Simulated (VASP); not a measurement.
MnPt2: single point with PBEsol

MnPt2:

```
Pt Mn
1.0
     2.85840    0.00000    0.00000
    -1.42920    2.47545    0.00000
     0.00000    0.00000    6.53250
Pt Mn
2 1
Direct
  0.66667 0.33333 0.31621
  0.33333 0.66667 0.68379
  0.00000 0.00000 0.00000
```

```json
{"Program": "VASP 6.6.1", "Task": "single point", "Functional": "PBEsol", "Potentials or basis": "VASP PAW PBE potentials, release 64 (Pt, Mn_pv)", "Cutoff": "520 eV", "k mesh": "11 × 11 × 4", "Occupations": "fermi-dirac, width 0.05 eV", "Spin": "no spin polarisation", "Dipole correction": "no", "Further INCAR settings": "ALGO = Normal; EDIFF = 1e-06; NBANDS = 24"}
```

The pressure is -25.9 GPa and the largest force is 0.369 eV/Å. The band gap on the k mesh is zero (an odd number of electrons rules out a gap without spin polarisation).

Forces on the atoms (eV/Å):
```
Pt   0.000  0.000 -0.369
Pt   0.000  0.000  0.369
Mn   0.000  0.000  0.000
```

Stress tensor (GPa, compression positive):
```
-29.89   0.00   0.00
  0.00 -29.89   0.00
  0.00   0.00 -17.93
```

Levels at points of the mesh, in eV from the Fermi level:
```tsv
k point	band 15	band 16	band 17	band 18	band 19	band 20
(0.00, 0.00, 0.00)	-1.14	-1.14	-0.93	-0.32	-0.32	0.32
(0.00, 0.00, 0.50)	-1.81	-1.28	-0.33	-0.33	0.46	0.67
```

Run time: 29 s on 1 thread of Intel(R) Xeon(R) 6975P-C (Granite Rapids), with other jobs on the host, peak memory 0.21 GiB.

Caveat: the cell stands under tension; the PAW data sets were made with another functional, which shifts forces and pressure a little; spin-orbit coupling is left out, which moves the levels of the heavy elements; the run has no spin polarisation, though such a crystal can be magnetic. Spin polarisation is off, so any magnetic state and its effect on volume and gap are missing.
